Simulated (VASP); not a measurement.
# SiNi2 (Pnma) in VASP: further runs

Runs on SiNi2. Level: PBEsol. Tasks: single point.

Program: VASP 6.6.1. These are calculated values, not measurements. Logs are shortened: lines on timing, memory, paths and dates and some standing lists are left out, and cuts for length are marked.

### Step 1. The cell of the first run

The structure is orthorhombic, space group Pnma (No. 62). The conventional cell has a = 5.205 Å, b = 3.764 Å, c = 7.153 Å, α = 90.00°, β = 90.00°, γ = 90.00°. Within 3.1 Å of Si (site symmetry m) lie 10 Ni at 2.33 to 2.93 Å. Within 3.2 Å of Ni (site symmetry m) lie 5 Si at 2.39 to 2.62 Å and 8 Ni at 2.63 to 2.77 Å. Within 3.1 Å of Ni (site symmetry m) lie 5 Si at 2.33 to 2.93 Å and 8 Ni at 2.63 to 2.77 Å.

### Step 2. Single point, PBEsol (11.68 Å³/atom)

File INCAR:

```
SYSTEM = SiNi2
PREC = Accurate ; ENCUT = 520
EDIFF = 1E-7 ; ISMEAR = 0
SIGMA = 0.1 ; LREAL = .FALSE.
LASPH = .TRUE. ; NELM = 80
ALGO = Fast ; ISIF = 2
LWAVE = .FALSE. ; LCHARG = .FALSE.
GGA = PS ; NBANDS = 60
```

File KPOINTS:

```
Automatic mesh
0
G
  8 10 6
  0 0 0
```

File POSCAR:

```
SiNi2
1.0
    5.2052755783      0.0000000000      0.0000000000
    0.0000000000      3.7639676468      0.0000000000
    0.0000000000      0.0000000000      7.1525013785
Si Ni
4 8
Direct
    0.2775039393      0.7500000000      0.6169763437
    0.7224960607      0.2500000000      0.3830236563
    0.2224960607      0.2500000000      0.1169763437
    0.7775039393      0.7500000000      0.8830236563
    0.9620748428      0.7500000000      0.1979999254
    0.0379251572      0.2500000000      0.8020000746
    0.5379251572      0.2500000000      0.6979999254
    0.4620748428      0.7500000000      0.3020000746
    0.8346495880      0.7500000000      0.5599501285
    0.1653504120      0.2500000000      0.4400498715
    0.6653504120      0.2500000000      0.0599501285
    0.3346495880      0.7500000000      0.9400498715
```

Potentials or basis: VASP PAW PBE potentials, release 64 (Si, Ni).

Launch:

```sh
$ cat potpaw_PBE.64/Si/POTCAR potpaw_PBE.64/Ni/POTCAR > POTCAR
$ mpirun -np 1 vasp_std > vasp.out
```

OUTCAR:

```text
SYSTEM = SiNi2
   PREC = Accurate
   ENCUT = 520
   EDIFF = 1E-7
   ISMEAR = 0
   LREAL = .FALSE.
   LASPH = .TRUE.
   NELM = 80
   ISIF = 2
   GGA = PS

 ion  position               nearest neighbor table
   1  0.278  0.750  0.617-  12 2.33   9 2.34  10 2.34  10 2.34   7 2.39   7 2.39   8 2.45   6 2.62
                             6 2.62   9 2.93
   2  0.722  0.250  0.383-  11 2.33  10 2.34   9 2.34   9 2.34   8 2.39   8 2.39   7 2.45   5 2.62
                             5 2.62  10 2.93
   3  0.222  0.250  0.117-  10 2.33  11 2.34  12 2.34  12 2.34   5 2.39   5 2.39   6 2.45   8 2.62
                             8 2.62  11 2.93
   4  0.778  0.750  0.883-   9 2.33  12 2.34  11 2.34  11 2.34   6 2.39   6 2.39   5 2.45   7 2.62
                             7 2.62  12 2.93
   5  0.962  0.750  0.198-   3 2.39   3 2.39   4 2.45   2 2.62   2 2.62  11 2.63  11 2.63   9 2.67
                            12 2.68   8 2.71   8 2.71  10 2.77  10 2.77
   6  0.038  0.250  0.802-   4 2.39   4 2.39   3 2.45   1 2.62   1 2.62  12 2.63  12 2.63  10 2.67
                            11 2.68   7 2.71   7 2.71   9 2.77   9 2.77
   7  0.538  0.250  0.698-   1 2.39   1 2.39   2 2.45   4 2.62   4 2.62   9 2.63   9 2.63  11 2.67
                            10 2.68   6 2.71   6 2.71  12 2.77  12 2.77
   8  0.462  0.750  0.302-   2 2.39   2 2.39   1 2.45   3 2.62   3 2.62  10 2.63  10 2.63  12 2.67
                             9 2.68   5 2.71   5 2.71  11 2.77  11 2.77
   9  0.835  0.750  0.560-   4 2.33   1 2.34   2 2.34   2 2.34   7 2.63   7 2.63   5 2.67   8 2.68
                            10 2.69  10 2.69   6 2.77   6 2.77   1 2.93
  10  0.165  0.250  0.440-   3 2.33   2 2.34   1 2.34   1 2.34   8 2.63   8 2.63   6 2.67   7 2.68
                             9 2.69   9 2.69   5 2.77   5 2.77   2 2.93
  11  0.665  0.250  0.060-   2 2.33   3 2.34   4 2.34   4 2.34   5 2.63   5 2.63   7 2.67   6 2.68
                            12 2.69  12 2.69   8 2.77   8 2.77   3 2.93
  12  0.335  0.750  0.940-   1 2.33   4 2.34   3 2.34   3 2.34   6 2.63   6 2.63   8 2.67   5 2.68
                            11 2.69  11 2.69   7 2.77   7 2.77   4 2.93

  LATTYP: Found a simple orthorhombic cell.
 ALAT       =     3.7639676468
 B/A-ratio  =     1.3829225080
 C/A-ratio  =     1.9002558071

  Lattice vectors:

 A1 = (   0.0000000000,  -3.7639676468,   0.0000000000)
 A2 = (   5.2052755783,   0.0000000000,   0.0000000000)
 A3 = (   0.0000000000,   0.0000000000,   7.1525013785)

Analysis of symmetry for initial positions (statically):
=====================================================================
 Subroutine PRICEL returns:
 Original cell was already a primitive cell.

 Routine SETGRP: Setting up the symmetry group for a
 simple orthorhombic supercell.

 Subroutine GETGRP returns: Found  8 space group operations
 (whereof  2 operations were pure point group operations)
 out of a pool of  8 trial point group operations.

The static configuration has the point symmetry S_2 .
 The point group associated with its full space group is D_2h.

Analysis of symmetry for dynamics (positions and initial velocities):
=====================================================================
 Subroutine PRICEL returns:
 Original cell was already a primitive cell.

 Routine SETGRP: Setting up the symmetry group for a
 simple orthorhombic supercell.

 Subroutine GETGRP returns: Found  8 space group operations
 (whereof  2 operations were pure point group operations)
 out of a pool of  8 trial point group operations.

The dynamic configuration has the point symmetry S_2 .
 The point group associated with its full space group is D_2h.

 Subroutine INISYM returns: Found  8 space group operations
 (whereof  2 operations are pure point group operations),
 and found     1 'primitive' translations

----------------------------------------------------------------------------------------

                                     Primitive cell

  volume of cell :     140.1353

  direct lattice vectors                    reciprocal lattice vectors
     5.205275578  0.000000000  0.000000000     0.192112787  0.000000000  0.000000000
     0.000000000  3.763967647  0.000000000     0.000000000  0.265677098  0.000000000
     0.000000000  0.000000000  7.152501379     0.000000000  0.000000000  0.139811228

  length of vectors
     5.205275578  3.763967647  7.152501379     0.192112787  0.265677098  0.139811228

  position of ions in fractional coordinates (direct lattice)
     0.277503939  0.750000000  0.616976344
     0.722496061  0.250000000  0.383023656
     0.222496061  0.250000000  0.116976344
[... 37 lines left out ...]
     0.000000000  0.026567710  0.000000000     0.000000000  0.100000000  0.000000000
     0.000000000  0.000000000  0.023301871     0.000000000  0.000000000  0.166666667

  Length of vectors
     0.024014098  0.026567710  0.023301871

  Shift w.r.t. Gamma in fractional coordinates (k-lattice)
     0.000000000  0.000000000  0.000000000

 Subroutine IBZKPT returns following result:
 ===========================================

 Found    120 irreducible k-points:

 Following reciprocal coordinates:
            Coordinates               Weight
  0.000000  0.000000  0.000000      1.000000
  0.125000  0.000000  0.000000      2.000000
  0.250000  0.000000  0.000000      2.000000
  0.375000  0.000000  0.000000      2.000000
  0.500000  0.000000  0.000000      1.000000
  0.000000  0.100000  0.000000      2.000000
[... 16 lines left out ...]
  0.250000  0.400000  0.000000      4.000000
  0.375000  0.400000  0.000000      4.000000
 [... further k-points ...]
   k-points           NKPTS =    120   k-points in BZ     NKDIM =    120   number of bands    NBANDS=     60
   number of dos      NEDOS =    301   number of ions     NIONS =     12
   total plane-waves  NPLWV =  60480
   dimension x,y,z NGX =    40 NGY =   28 NGZ =   54
   dimension x,y,z NGXF=    80 NGYF=   56 NGZF=  108
   ions per type =               4   8
   NGX,Y,Z   is equivalent  to a cutoff of  12.78, 12.37, 12.55 a.u.
   NGXF,Y,Z  is equivalent  to a cutoff of  25.55, 24.73, 25.10 a.u.
 SYSTEM =  SiNi2
   PREC   = accura    normal or accurate (medium, high low for compatibility)
   ISTART =      0    job   : 0-new  1-cont  2-samecut
   ICHARG =      2    charge: 1-file 2-atom 10-const
   ISPIN  =      1    spin polarized calculation?
   LNONCOLLINEAR =      F non collinear calculations
   LSORBIT =      F    spin-orbit coupling
   LASPH  =      T    aspherical Exc in radial PAW
   ENCUT  =  520.0 eV  38.22 Ry    6.18 a.u.   9.68  7.00 13.30*2*pi/ulx,y,z
   NELM   =     80;   NELMIN=  2; NELMDL= -5     # of ELM steps
   EDIFF  = 0.1E-06   stopping-criterion for ELM
   LREAL  =      F    real-space projection
   EDIFFG = 0.1E-05   stopping-criterion for IOM
   NSW    =      0    number of steps for IOM
   IBRION =     -1    ionic relax: 0-MD 1-quasi-New 2-CG
   NFREE  =      0    steps in history (QN), initial steepest desc. (CG)
   ISIF   =      2    stress and relaxation
   ISYM   =      2    0-nonsym 1-usesym 2-fastsym
   POTIM  = 0.5000    time-step for ionic-motion
   TEBEG  =    0.0;   TEEND  =   0.0 temperature during run
   PSTRESS=    0.0 pullay stress
   NELECT =      96.0000    total number of electrons
   NUPDOWN=      -1.0000    fix difference up-down
   EMIN   =  10.00;   EMAX   =-10.00  energy-range for DOS
   EFERMI =   0.00;   METHOD = LEGACY
   ISMEAR =     0;   SIGMA  =   0.10  broadening in eV -4-tet -1-fermi 0-gaus
   EFERMI_NEDOS =   21; number of points for ismear=-14 and -15
   IALGO  =     68    algorithm
   IMIX   =      4    mixing-type and parameters
     AMIX     =   0.40;   BMIX     =  1.00
     AMIX_MAG =   1.60;   BMIX_MAG =  1.00
  volume/ion in A,a.u.               =      11.68        78.81
  Fermi-wavevector in a.u.,A,eV,Ry     =   1.443165  2.727187 28.337206  2.082726
  Thomas-Fermi vector in A             =   2.561604
   LORBIT       =      0    0 simple, 1 ext, 2 COOP (PROOUT), +10 PAW based schemes
   GGA     = PS    functional components
   LHFCALC =     F    Hartree Fock is set to
   AEXX    =    0.0000 exact exchange contribution
   IVDW    =     0    specifies the selected vdW correction
   LEPSILON=     F    determine dielectric tensor
   LRPA    =     F    only Hartree local field effects (RPA)
 non-spin polarized calculation
 RMM-DIIS sequential band-by-band and
 Gauss-broadening in eV      SIGMA  =   0.10
  energy-cutoff  :      520.00
  volume of cell :      140.14
 maximum number of plane-waves:      3806
 NGX is ok and might be reduce to    40
   NGX = 19   NGY = 13   NGZ = 27

 number of electron      96.0000050 magnetization

 Free energy of the ion-electron system (eV)
  ---------------------------------------------------
  ext. energy  EPLUGINS =         0.00000000
  ---------------------------------------------------
  free energy    TOTEN  =       -78.98345254 eV

  energy without entropy =      -78.95132779  energy(sigma->0) =      -78.96739016

 E-fermi :  10.0077     XC(G=0): -12.6969

 val. band max:       10.0058636837   @ k =   0.0000   0.1000   0.5000
 cond. band min:      10.0077676523   @ k =   0.5000   0.2000   0.0000
 fundamental gap:      0.0019039686
 Fermi energy:        10.0076871610

 k-point     1 :       0.0000    0.0000    0.0000
  band No.  band energies     occupation
      1      -2.0843      2.00000
      2       0.4027      2.00000
      3       0.4319      2.00000
      4       1.9171      2.00000
      5       3.6558      2.00000
      6       4.1672      2.00000
[... 1501 lines left out ...]
     59      15.0723      0.00000
     60      15.9710      0.00000

 [... further k-points ...]
[... 5 lines left out ...]
  --------------------------------------------------------------------------------------
  -------------------------------------------------------------------------------------
  Total      -13.7688765    -13.5393174    -13.6614166      0.0000000      0.0000000      0.0000000
  in kB     -157.4205876   -154.7960211   -156.1919904      0.0000000      0.0000000      0.0000000
  external PRESSURE =    -156.1361997 kB  Pullay stress =       0.0000000 kB

 VOLUME and BASIS-vectors are now :
 -----------------------------------------------------------------------------
  energy-cutoff  :      520.00
  volume of cell :      140.14
      direct lattice vectors                 reciprocal lattice vectors
     5.205275578  0.000000000  0.000000000     0.192112787  0.000000000  0.000000000
     0.000000000  3.763967647  0.000000000     0.000000000  0.265677098  0.000000000
     0.000000000  0.000000000  7.152501379     0.000000000  0.000000000  0.139811228

 POSITION                                       TOTAL-FORCE (eV/Angst)
 -----------------------------------------------------------------------------------
      1.44448      2.82298      4.41292        -0.008500      0.000000     -0.000382
      3.76079      0.94099      2.73958         0.008500      0.000000      0.000382
      1.15815      0.94099      0.83667         0.008500      0.000000     -0.000382
      4.04712      2.82298      6.31583        -0.008500     -0.000000      0.000382
      5.00786      2.82298      1.41619        -0.005697     -0.000000      0.004107
      0.19741      0.94099      5.73631         0.005697     -0.000000     -0.004107
      2.80005      0.94099      4.99245         0.005697     -0.000000      0.004107
      2.40523      2.82298      2.16006        -0.005697     -0.000000     -0.004107
      4.34458      2.82298      4.00504        -0.005370     -0.000000      0.005040
      0.86069      0.94099      3.14746         0.005370     -0.000000     -0.005040
      3.46333      0.94099      0.42879         0.005370     -0.000000      0.005040
      1.74194      2.82298      6.72371        -0.005370     -0.000000     -0.005040
 -----------------------------------------------------------------------------------
    total drift:                                0.000000      0.000000      0.000000

  FREE ENERGIE OF THE ION-ELECTRON SYSTEM (eV)
  ---------------------------------------------------
  free  energy   TOTEN  =       -78.9834525399 eV

  energy  without entropy=      -78.9513277898  energy(sigma->0) =      -78.96739016
```

Run time: 33 min. Hardware: 1 thread of Intel Xeon 8259CL, shared host; peak memory 0.75 GiB.

What came out:

```
Free energy            : -78.9835 eV
Pressure               : -15.6 GPa
Largest force          : 0.009 eV/Å
Band gap on the k mesh : zero (bands 48 and 49 overlap by 1.63 eV)
```

Forces on the atoms (eV/Å):
```
Si  -0.009  0.000  0.000
Si   0.009  0.000  0.000
Si   0.009  0.000  0.000
Si  -0.009  0.000  0.000
Ni  -0.006  0.000  0.004
Ni   0.006  0.000 -0.004
Ni   0.006  0.000  0.004
Ni  -0.006  0.000 -0.004
Ni  -0.005  0.000  0.005
Ni   0.005  0.000 -0.005
Ni   0.005  0.000  0.005
Ni  -0.005  0.000 -0.005
```

Stress tensor (GPa, compression positive):
```
-15.74   0.00   0.00
  0.00 -15.48   0.00
  0.00   0.00 -15.62
```

Caveat: the cell stands under tension; the PAW data sets were made with another functional, which shifts forces and pressure a little. Spin polarisation is off, so any magnetic state and its effect on volume and gap are missing.

### Step 3. Single point, PBEsol (9.34 Å³/atom)

This run uses another cell than the first one, of 9.34 Å³/atom.

File INCAR:

```
SYSTEM = SiNi2
  PREC = Accurate
  ENCUT = 520
  EDIFF = 1E-7
  ISMEAR = 0
  SIGMA = 0.1
  LREAL = .FALSE.
  LASPH = .TRUE.
  NELM = 80
  ALGO = Fast
  ISIF = 2
  LWAVE = .FALSE.
  LCHARG = .FALSE.
  GGA = PS
  NBANDS = 60
```

File KPOINTS:

```
regular mesh
0
G
  8 10 6
  0 0 0
```

File POSCAR:

```
SiNi2
1.0
    4.6488734619      0.0000000000      0.0000000000
    0.0000000000      3.5714995453      0.0000000000
    0.0000000000      0.0000000000      6.7521055320
Si Ni
4 8
Direct
    0.3034510789      0.7500000000      0.6098976145
    0.6965489211      0.2500000000      0.3901023855
    0.1965489211      0.2500000000      0.1098976145
    0.8034510789      0.7500000000      0.8901023855
    0.9531869186      0.7500000000      0.2144881090
    0.0468130814      0.2500000000      0.7855118910
    0.5468130814      0.2500000000      0.7144881090
    0.4531869186      0.7500000000      0.2855118910
    0.8278266942      0.7500000000      0.5615558208
    0.1721733058      0.2500000000      0.4384441792
    0.6721733058      0.2500000000      0.0615558208
    0.3278266942      0.7500000000      0.9384441792
```

Potentials or basis: VASP PAW PBE potentials, release 64 (Si, Ni).

Launch:

```sh
$ cat potpaw_PBE.64/Si/POTCAR potpaw_PBE.64/Ni/POTCAR > POTCAR
$ mpirun -np 1 vasp_std > vasp.out
```

Run time: 17 min. Hardware: 1 thread of Intel Xeon Platinum 8488C (Sapphire Rapids), shared host; peak memory 0.62 GiB.

It converged, with:

```yaml
Free_energy: -78.0553 eV
Pressure: 37.8 GPa
Largest_force: 0.025 eV/Å
Band_gap_on_the_k_mesh: zero (bands 48 and 49 overlap by 2.38 eV)
```

Forces in eV/Å, atoms in the order of the input:
```
Si  -0.011  0.000 -0.004
Si   0.011  0.000  0.004
Si   0.011  0.000 -0.004
Si  -0.011  0.000  0.004
Ni  -0.015  0.000  0.021
Ni   0.015  0.000 -0.021
Ni   0.015  0.000  0.021
Ni  -0.015  0.000 -0.021
Ni  -0.006  0.000 -0.005
Ni   0.006  0.000  0.005
Ni   0.006  0.000 -0.005
Ni  -0.006  0.000  0.005
```

Stress tensor (GPa, compression positive):
```
37.77  0.00  0.00
 0.00 37.92  0.00
 0.00  0.00 37.78
```

Levels at points of the mesh, in eV from the Fermi level:
| k point | band 46 | band 47 | band 48 | band 49 | band 50 | band 51 |
| --- | --- | --- | --- | --- | --- | --- |
| (0.00, 0.00, 0.00) | -1.10 | -0.70 | 0.00 | 0.89 | 1.13 | 1.66 |
| (0.50, 0.00, 0.00) | -1.13 | 1.33 | 1.33 | 2.43 | 2.43 | 3.40 |
| (0.00, 0.50, 0.00) | -1.11 | -1.07 | -1.07 | 1.00 | 1.00 | 1.46 |
| (0.50, 0.50, 0.00) | -0.84 | -0.84 | -0.84 | 0.02 | 0.02 | 0.02 |
| (0.00, 0.00, 0.50) | -1.20 | -0.34 | -0.34 | 0.16 | 0.16 | 1.46 |
| (0.50, 0.00, 0.50) | -0.55 | 0.18 | 0.18 | 2.00 | 2.00 | 2.05 |
| (0.00, 0.50, 0.50) | -1.10 | -0.53 | -0.53 | -0.41 | -0.41 | 1.85 |
| (0.50, 0.50, 0.50) | -0.80 | -0.80 | -0.80 | 0.54 | 0.54 | 0.54 |

Caveat: the cell stands under pressure; the PAW data sets were made with another functional, which shifts forces and pressure a little.
